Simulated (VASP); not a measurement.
The system is HfB2.

```
Hf B
1.0
     3.14000    0.00000    0.00000
    -1.57000    2.71932    0.00000
     0.00000    0.00000    3.48000
Hf B
1 2
Direct
  0.00000 0.00000 0.00000
  0.33333 0.66667 0.50000
  0.66667 0.33333 0.50000
```

| Item | Value |
| --- | --- |
| Program | VASP 6.6.1 |
| Task | relaxation of cell and atoms |
| Functional | PBE |
| Dispersion | D3(BJ) |
| Potentials or basis | VASP PAW PBE potentials, release 64 (Hf_pv, B) |
| Cutoff | 600 eV |
| k mesh | 12 × 12 × 10 |
| Occupations | fermi-dirac, width 0.1 eV |
| Spin | no spin polarisation |

At the start: pressure -5.0 GPa; volume 9.90 Å³/atom.

Question: Where does the relaxation end?

Answer: Over 8 steps the energy falls by 3.1 meV/atom and the volume is 9.71 Å³/atom (-2.0 %); space group P6/mmm (No. 191, to 0.1 Å) before and after.

The path:
| step | energy change (eV) | largest force (eV/Å) | pressure (GPa) | volume (Å³) |
| --- | --- | --- | --- | --- |
| 1 | 0.0000 | 0.0000 | -5.02 | 29.71 |
| 2 | 0.0069 | 0.0000 | 7.14 | 28.40 |
| 3 | -0.0092 | 0.0000 | -0.02 | 29.14 |
| 4 | -0.0092 | 0.0000 | 0.07 | 29.13 |
| 5 | -0.0093 | 0.0000 | -0.09 | 29.14 |
| 6 | -0.0093 | 0.0000 | -0.09 | 29.14 |
| 7 | -0.0093 | 0.0000 | -0.06 | 29.14 |
| 8 | -0.0093 | 0.0000 | 0.05 | 29.13 |

Final structure:
```cif
data_structure
_symmetry_space_group_name_H-M 'P 1'
_symmetry_Int_Tables_number 1
_cell_length_a 3.1195
_cell_length_b 3.1195
_cell_length_c 3.4565
_cell_angle_alpha 90.000
_cell_angle_beta 90.000
_cell_angle_gamma 120.000
_cell_volume 29.13
loop_
_atom_site_label
_atom_site_type_symbol
_atom_site_fract_x
_atom_site_fract_y
_atom_site_fract_z
_atom_site_occupancy
Hf1 Hf 0.00000 0.00000 0.00000 1
B1 B 0.33333 0.66667 0.50000 1
B2 B 0.66667 0.33333 0.50000 1
```
